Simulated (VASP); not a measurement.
Au, 5 atoms in the cell. The cell holds a slab with vacuum, 5 atoms: a = 2.888 Å, b = 2.888 Å, c = 24.431 Å, α = 90.00°, β = 90.00°, γ = 120.00°. 

```yaml
Program: VASP 6.6.1
Task: single point
Functional: r2SCAN
Potentials_or_basis: VASP PAW PBE potentials, release 64 (Au)
Cutoff: 520 eV
k_mesh: 12 × 12 × 1
Occupations: methfessel-paxton, width 0.1 eV
Spin: no spin polarisation
Dipole_correction: yes
Further_INCAR_settings: ALGO = Normal; EDIFF = 1e-06; NBANDS = 36
```

Potentials or basis: VASP PAW PBE potentials, release 64 (Au).

Launch:

```console
$ cat potpaw_PBE.64/Au/POTCAR > POTCAR
$ cp INCAR.step1 INCAR
$ mpirun -np 1 vasp_std > vasp.out
$ cp INCAR.step2 INCAR
$ mpirun -np 1 vasp_std > vasp.out
```

Hardware: 1 thread of Intel(R) Xeon(R) Platinum 8488C (Sapphire Rapids), with other jobs on the host.

Q: How long does it take, and how much memory?

A: It took 6.5 min on 1 thread of Intel(R) Xeon(R) Platinum 8488C (Sapphire Rapids), with other jobs on the host, peak memory 0.39 GiB. Counts: k points 19.
